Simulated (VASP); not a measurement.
# AlNi (P1) in VASP: relaxation of cell and atoms with PBE

Aim: the relaxation of cell and atoms of AlNi with PBE.

Program: VASP 6.6.1. These are calculated values, not measurements. Logs are shortened: lines on timing, memory, paths and dates and some standing lists are left out, and cuts for length are marked.

### Step 1. The cell of the first run

The typed cell holds 16 atoms: a = 5.786 Å, b = 6.469 Å, c = 6.469 Å, α = 78.46°, β = 63.43°, γ = 63.43°.

### Step 2. Relaxation of cell and atoms, PBE

The input, INCAR:

```
SYSTEM = AlNi
PREC = Accurate
ENCUT = 600
EDIFF = 1E-6
ISMEAR = 0
SIGMA = 0.1
LREAL = Auto
LASPH = .TRUE.
NELM = 100
ALGO = Fast
ISIF = 3
LWAVE = .FALSE.
LCHARG = .FALSE.
GGA = PE
IBRION = 2
NSW = 70
EDIFFG = -0.04
ISYM = 0
```

The input, KPOINTS:

```
Automatic mesh
0
Gamma
  3 2 2
  0 0.5 0.5
```

The input, POSCAR:

```
AlNi
1.0
    5.7861670593      0.0000000000      0.0000000000
    2.8930835297      0.0000000000     -5.7861670593
    2.8930835297      5.7861670593      0.0000000000
Al Ni
8 8
Direct
    0.9985118388      0.5024245081      0.5048422130
    0.2495353108      0.9960980750      0.5034937234
    0.4980149549      0.4975534503      0.5029882925
    0.0043328432      0.9958649561      0.9989802888
    0.2461957844      0.5022628654      0.9979079685
    0.7396303494      0.5077994214      0.0057151852
    0.4929106175      0.2519289981      0.2503928815
    0.7517509123      0.7611204201      0.2459992626
    0.7416323706      0.0010600139      0.4993669431
    0.5068455801      0.9944075867      0.9986896256
    0.2536042610      0.7428571273      0.2478802649
    0.2472188261      0.2516579633      0.7500544811
    0.4998324720      0.7540636754      0.7558915397
    0.0002016682      0.2484377232      0.2530831506
    0.7461791460      0.2517667411      0.7536436617
    0.9998363500      0.7451705973      0.7550761706
```

Potentials or basis: VASP PAW PBE potentials, release 64 (Al, Ni).

Launch:

```console
$ cat potpaw_PBE.64/Al/POTCAR potpaw_PBE.64/Ni/POTCAR > POTCAR
$ mpirun -np 1 vasp_std > vasp.out
```

OUTCAR:

```text
SYSTEM = AlNi
   PREC = Accurate
   ENCUT = 600
   EDIFF = 1E-6
   ISMEAR = 0
   LREAL = Auto
   LASPH = .TRUE.
   NELM = 100
   ISIF = 3
   GGA = PE
   IBRION = 2
   NSW = 70
   EDIFFG = -0.04
   ISYM = 0

 ion  position               nearest neighbor table
   1  0.999  0.502  0.505-  16 2.47  12 2.48  11 2.49   7 2.50  13 2.51  15 2.51  14 2.53   8 2.55
                             3 2.87   9 2.89   6 2.90   3 2.92   2 2.93   5 2.93
   2  0.250  0.996  0.503-   8 2.50  13 2.51  12 2.51  14 2.51  16 2.51   7 2.52  15 2.53  11 2.54
                             9 2.85   4 2.87   3 2.88  10 2.92   1 2.93   9 2.94
   3  0.498  0.498  0.503-  12 2.48  15 2.50  16 2.50  11 2.50  14 2.51   7 2.51  13 2.56   8 2.60
                             5 2.86   1 2.87   9 2.87   6 2.88   2 2.88   1 2.92
   4  0.004  0.996  0.999-   8 2.43  13 2.47  16 2.49  11 2.50  12 2.51  15 2.52  14 2.53   7 2.56
                             5 2.86   2 2.87  10 2.88   9 2.90  10 2.90   6 2.96
   5  0.246  0.502  0.998-  16 2.45  11 2.48  12 2.49  15 2.50   8 2.50   7 2.51  13 2.51  14 2.52
                             4 2.86   3 2.86   6 2.89   6 2.89   1 2.93  10 2.94
   6  0.740  0.508  0.006-  11 2.42  13 2.46  16 2.48   8 2.52   7 2.52  15 2.52  14 2.54  12 2.55
                            10 2.82   3 2.88   5 2.89   5 2.89   1 2.90   4 2.96
   7  0.493  0.252  0.250-   1 2.50   9 2.50  10 2.51   5 2.51   3 2.51   6 2.52   2 2.52   4 2.56
                             8 2.84  11 2.84  14 2.85  15 2.87  12 2.89  14 2.93
   8  0.752  0.761  0.246-   4 2.43   9 2.44  10 2.45   5 2.50   2 2.50   6 2.52   1 2.55   3 2.60
                             7 2.84  16 2.84  11 2.86  11 2.93  13 2.95  14 2.97
   9  0.742  0.001  0.499-   8 2.44  13 2.48  12 2.49   7 2.50  14 2.52  15 2.55  11 2.56  16 2.57
                             2 2.85   3 2.87   1 2.89  10 2.89   4 2.90   2 2.94
  10  0.507  0.994  0.999-  13 2.44   8 2.45  16 2.47  15 2.50   7 2.51  11 2.52  14 2.54  12 2.54
                             6 2.82   4 2.88   9 2.89   4 2.90   2 2.92   5 2.94
  11  0.254  0.743  0.248-   6 2.42   5 2.48   1 2.49   4 2.50   3 2.50  10 2.52   2 2.54   9 2.56
                             7 2.84  13 2.85   8 2.86  14 2.93   8 2.93  16 2.93
  12  0.247  0.252  0.750-   1 2.48   3 2.48   9 2.49   5 2.49   2 2.51   4 2.51  10 2.54   6 2.55
                            16 2.86  13 2.88  15 2.89   7 2.89  15 2.90  14 2.91
  13  0.500  0.754  0.756-  10 2.44   6 2.46   4 2.47   9 2.48   1 2.51   2 2.51   5 2.51   3 2.56
                            11 2.85  16 2.87  12 2.88  15 2.91  16 2.92   8 2.95
  14  0.000  0.248  0.253-   2 2.51   3 2.51   9 2.52   5 2.52   4 2.53   1 2.53  10 2.54   6 2.54
                             7 2.85  15 2.90  12 2.91  11 2.93   7 2.93   8 2.97
  15  0.746  0.252  0.754-   3 2.50   5 2.50  10 2.50   1 2.51   4 2.52   6 2.52   2 2.53   9 2.55
                             7 2.87  12 2.89  14 2.90  12 2.90  13 2.91  16 2.93
  16  1.000  0.745  0.755-   5 2.45  10 2.47   1 2.47   6 2.48   4 2.49   3 2.50   2 2.51   9 2.57
                             8 2.84  12 2.86  13 2.87  13 2.92  15 2.93  11 2.93

IMPORTANT INFORMATION: All symmetrisations will be switched off!
NOSYMM: (Re-)initialisation of all symmetry stuff for point group C_1.

----------------------------------------------------------------------------------------

                                     Primitive cell

  volume of cell :     193.7193

  direct lattice vectors                    reciprocal lattice vectors
     5.786167059  0.000000000  0.000000000     0.172825981 -0.086412991  0.086412991
     2.893083530  0.000000000 -5.786167059     0.000000000  0.000000000 -0.172825981
     2.893083530  5.786167059  0.000000000     0.000000000  0.172825981  0.000000000

  length of vectors
     5.786167059  6.469131437  6.469131437     0.211667734  0.172825981  0.172825981

  position of ions in fractional coordinates (direct lattice)
     0.998511839  0.502424508  0.504842213
     0.249535311  0.996098075  0.503493723
     0.498014955  0.497553450  0.502988292
     0.004332843  0.995864956  0.998980289
     0.246195784  0.502262865  0.997907969
     0.739630349  0.507799421  0.005715185
[... 8 lines left out ...]
     0.746179146  0.251766741  0.753643662
     0.999836350  0.745170597  0.755076171

  ion indices of the primitive-cell ions
   primitive index   ion index
                 1           1
                 2           2
                 3           3
                 4           4
                 5           5
                 6           6
[... 8 lines left out ...]
                15          15
                16          16

----------------------------------------------------------------------------------------

 KPOINTS: Automatic mesh

Automatic generation of k-mesh.
 Grid dimensions read from file:
 generate k-points for:    3    2    2

 Generating k-lattice:

  Cartesian coordinates                     Fractional coordinates (reciprocal lattice)
[... 24 lines left out ...]
|                                                                             |
|     Results are often still useful ...                                      |
|                                                                             |
 -----------------------------------------------------------------------------

 WARNING: IBZKPT: internal override: KBLOWUP is changed to .FALSE.
      ... skipping the blow-up phase ...

 Subroutine IBZKPT returns following result:
 ===========================================

 Found      6 irreducible k-points:

 Following reciprocal coordinates:
            Coordinates               Weight
  0.000000  0.250000  0.250000      2.000000
  0.333333  0.250000  0.250000      2.000000
 -0.333333  0.250000  0.250000      2.000000
  0.000000 -0.250000  0.250000      2.000000
  0.333333 -0.250000  0.250000      2.000000
 -0.333333 -0.250000  0.250000      2.000000
   k-points           NKPTS =      6   k-points in BZ     NKDIM =      6   number of bands    NBANDS=     62
   number of dos      NEDOS =    301   number of ions     NIONS =     16
   total plane-waves  NPLWV = 139968
   dimension x,y,z NGX =    48 NGY =   54 NGZ =   54
   dimension x,y,z NGXF=    96 NGYF=  108 NGZF=  108
   ions per type =               8   8
   NGX,Y,Z   is equivalent  to a cutoff of  13.79, 13.88, 13.88 a.u.
   NGXF,Y,Z  is equivalent  to a cutoff of  27.58, 27.75, 27.75 a.u.
 SYSTEM =  AlNi
   PREC   = accura    normal or accurate (medium, high low for compatibility)
   ISTART =      0    job   : 0-new  1-cont  2-samecut
   ICHARG =      2    charge: 1-file 2-atom 10-const
   ISPIN  =      1    spin polarized calculation?
   LNONCOLLINEAR =      F non collinear calculations
   LSORBIT =      F    spin-orbit coupling
   LASPH  =      T    aspherical Exc in radial PAW
   ENCUT  =  600.0 eV  44.10 Ry    6.64 a.u.  11.56 12.92 12.92*2*pi/ulx,y,z
   NELM   =    100;   NELMIN=  2; NELMDL= -5     # of ELM steps
   EDIFF  = 0.1E-05   stopping-criterion for ELM
   LREAL  =      T    real-space projection
   EDIFFG = -.4E-01   stopping-criterion for IOM
   NSW    =     70    number of steps for IOM
   IBRION =      2    ionic relax: 0-MD 1-quasi-New 2-CG
   NFREE  =      1    steps in history (QN), initial steepest desc. (CG)
   ISIF   =      3    stress and relaxation
   ISYM   =      0    0-nonsym 1-usesym 2-fastsym
   POTIM  = 0.5000    time-step for ionic-motion
   TEBEG  =    0.0;   TEEND  =   0.0 temperature during run
   PSTRESS=    0.0 pullay stress
   NELECT =     104.0000    total number of electrons
   NUPDOWN=      -1.0000    fix difference up-down
   EMIN   =  10.00;   EMAX   =-10.00  energy-range for DOS
   EFERMI =   0.00;   METHOD = LEGACY
   ISMEAR =     0;   SIGMA  =   0.10  broadening in eV -4-tet -1-fermi 0-gaus
   EFERMI_NEDOS =   21; number of points for ismear=-14 and -15
   IALGO  =     68    algorithm
   IMIX   =      4    mixing-type and parameters
     AMIX     =   0.40;   BMIX     =  1.00
     AMIX_MAG =   1.60;   BMIX_MAG =  1.00
  volume/ion in A,a.u.               =      12.11        81.71
  Fermi-wavevector in a.u.,A,eV,Ry     =   1.330541  2.514358 24.086934  1.770340
  Thomas-Fermi vector in A             =   2.459620
   LORBIT       =      0    0 simple, 1 ext, 2 COOP (PROOUT), +10 PAW based schemes
   GGA     = PE    functional components
   LHFCALC =     F    Hartree Fock is set to
   AEXX    =    0.0000 exact exchange contribution
   IVDW    =     0    specifies the selected vdW correction
   LEPSILON=     F    determine dielectric tensor
   LRPA    =     F    only Hartree local field effects (RPA)
 conjugate gradient relaxation of ions
 non-spin polarized calculation
 RMM-DIIS sequential band-by-band and
 Gauss-broadening in eV      SIGMA  =   0.10
  energy-cutoff  :      600.00
  volume of cell :      193.72
 maximum number of plane-waves:      6481
 NGX is ok and might be reduce to    48
   NGX = 23   NGY = 25   NGZ = 25

--------------------------------------- Ionic step        1  -------------------------------------------

 number of electron     103.9999995 magnetization

 Free energy of the ion-electron system (eV)
  ---------------------------------------------------
  ext. energy  EPLUGINS =         0.00000000
  ---------------------------------------------------
  free energy    TOTEN  =       -79.81718603 eV

  energy without entropy =      -79.79402089  energy(sigma->0) =      -79.80560346

------------------------ aborting loop because EDIFF is reached ----------------------------------------

  FORCE on cell =-STRESS in cart. coord.  units (eV):
  Direction    XX          YY          ZZ          XY          YZ          ZX
  --------------------------------------------------------------------------------------
  -------------------------------------------------------------------------------------
  Total        3.9564938      5.3540247      6.4996359     -6.0156963      0.2699848     -0.0446915
  in kB       32.7226272     44.2810638     53.7559707    -49.7534930      2.2329399     -0.3696263
  external PRESSURE =      43.5865539 kB  Pullay stress =       0.0000000 kB
[... 131 lines left out ...]
  FREE ENERGIE OF THE ION-ELECTRON SYSTEM (eV)
  ---------------------------------------------------
  free  energy   TOTEN  =       -80.6046665416 eV

  energy  without entropy=      -80.5851807589  energy(sigma->0) =      -80.59492365

[... ionic steps 4 to 21 ...]

--------------------------------------- Ionic step       22  -------------------------------------------

 number of electron     103.9999999 magnetization

------------------------ aborting loop because EDIFF is reached ----------------------------------------
[... 95 lines left out ...]
--------------------------------------- Ionic step       24  -------------------------------------------

 number of electron     103.9999999 magnetization

 Free energy of the ion-electron system (eV)
  ---------------------------------------------------
  ext. energy  EPLUGINS =         0.00000000
  ---------------------------------------------------
  free energy    TOTEN  =       -81.24703863 eV

  energy without entropy =      -81.23956810  energy(sigma->0) =      -81.24330336

 E-fermi :   9.4635     XC(G=0): -11.8370

 val. band max:        9.3405225753   @ k =  -0.3333  -0.2500   0.2500
 cond. band min:       9.5896447832   @ k =  -0.3333  -0.2500   0.2500
 fundamental gap:      0.2491222080
 Fermi energy:         9.4634813611

 k-point     1 :       0.0000    0.2500    0.2500
  band No.  band energies     occupation
      1      -1.0029      2.00000
      2       0.9087      2.00000
      3       1.2908      2.00000
      4       2.8138      2.00000
      5       3.3023      2.00000
      6       3.4549      2.00000
[... 422 lines left out ...]
  FREE ENERGIE OF THE ION-ELECTRON SYSTEM (eV)
  ---------------------------------------------------
  free  energy   TOTEN  =       -81.2470386298 eV

  energy  without entropy=      -81.2395680966  energy(sigma->0) =      -81.24330336

 reached required accuracy - stopping structural energy minimisation
```

It took 34 min on 1 thread of Intel Xeon Platinum 8488C (Sapphire Rapids), shared host; peak memory 0.41 GiB.

Results:

| Quantity | Value |
| --- | --- |
| Free energy | -81.2470 eV |
| Relaxed volume | 12.48 Å³/atom |
| Relaxed cell | a = 5.723 Å, b = 6.404 Å, c = 6.642 Å, α = 80.15°, β = 66.53°, γ = 63.44° |
| Space group after relaxing (to 0.1 Å) | C2/m (No. 12) |
| Energy gained by relaxing | 89.4 meV/atom |
| Ionic steps | 24 |
| Pressure after relaxing | -0.1 GPa |
| Largest force after relaxing | 0.040 eV/Å |
| Band gap on the k mesh | zero (bands 52 and 53 overlap by 0.46 eV) |

Forces on the atoms (eV/Å):
```
Al  -0.022 -0.006  0.022
Al  -0.001  0.001 -0.029
Al   0.000 -0.001  0.015
Al   0.003  0.000  0.013
Al   0.020  0.000 -0.017
Al   0.012 -0.002 -0.021
Al   0.006 -0.012  0.037
Al  -0.007  0.019 -0.012
Ni  -0.007  0.007 -0.017
Ni   0.004 -0.010  0.005
Ni   0.001  0.023 -0.008
Ni   0.007  0.029  0.002
Ni   0.008 -0.014 -0.005
Ni  -0.007 -0.018  0.005
Ni  -0.014  0.008  0.007
Ni  -0.004 -0.024  0.002
```

The path:
| step | energy change (eV) | largest force (eV/Å) | pressure (GPa) | volume (Å³) |
| --- | --- | --- | --- | --- |
| 1 | 0.0000 | 1.9456 | 4.36 | 193.72 |
| 2 | -0.7702 | 0.9930 | -2.98 | 203.03 |
| 3 | -0.7875 | 0.8964 | -3.80 | 204.64 |
| 4 | -0.9848 | 0.5981 | 1.16 | 197.81 |
| 5 | -0.9851 | 0.5906 | 1.51 | 197.51 |
| 6 | -1.0998 | 0.4230 | 0.92 | 198.08 |
| 7 | -1.1557 | 0.5649 | 0.47 | 198.81 |
| 8 | -1.2221 | 0.2376 | -0.82 | 200.51 |
| 9 | -1.2347 | 0.2179 | -1.55 | 201.61 |
| 10 | -1.2802 | 0.2640 | 0.74 | 198.50 |
| 11 | -1.2819 | 0.2926 | 1.24 | 197.83 |
| 12 | -1.3274 | 0.2907 | 1.13 | 197.95 |
| 13 | -1.3794 | 0.3066 | 1.07 | 198.20 |
| 14 | -1.3986 | 0.1859 | -1.08 | 201.14 |
| 15 | -1.3991 | 0.1906 | -0.73 | 200.75 |
| 16 | -1.4132 | 0.1110 | -0.15 | 199.91 |
| 17 | -1.4153 | 0.1049 | 0.16 | 199.50 |
| 18 | -1.4205 | 0.0646 | 0.01 | 199.70 |
| 19 | -1.4236 | 0.1157 | -0.19 | 199.97 |
| 20 | -1.4269 | 0.0465 | 0.18 | 199.42 |
| 21 | -1.4272 | 0.0445 | 0.36 | 199.24 |
| 22 | -1.4287 | 0.0746 | -0.17 | 199.81 |
| 23 | -1.4287 | 0.0717 | -0.10 | 199.78 |
| 24 | -1.4299 | 0.0398 | -0.07 | 199.72 |

Final structure:
```
Al Ni
1.0
     5.72210   -0.10758   -0.00079
     2.86184   -0.07914   -5.72828
     2.75958    6.04184    0.02453
Al Ni
8 8
Direct
  0.98232 0.51336 0.53509
  0.19579 0.00166 0.49006
  0.50080 0.47993 0.53162
  0.05122 0.99863 0.01310
  0.26445 0.48748 0.96794
  0.74634 0.52038 0.97139
  0.50089 0.24386 0.24846
  0.74576 0.75716 0.25440
  0.76765 0.00405 0.47518
  0.47948 0.99637 0.02771
  0.27025 0.69493 0.25460
  0.26396 0.22734 0.72901
  0.49355 0.77289 0.72280
  0.97742 0.30549 0.24830
  0.75341 0.22769 0.78044
  0.98294 0.77326 0.77391
```

Levels at points of the mesh, in eV from the Fermi level:
```tsv
k point	band 49	band 50	band 51	band 52	band 53	band 54	band 55	band 56
(0.00, 0.25, 0.25)	-0.80	-0.76	-0.56	-0.43	-0.18	0.29	0.65	1.19
```

Caveat: the k points lie up to 0.54 Å⁻¹ apart in the final cell. Spin polarisation is off, so any magnetic state and its effect on volume and gap are missing.

The gap in the log of VASP goes by the Fermi energy; the results here count the filled bands.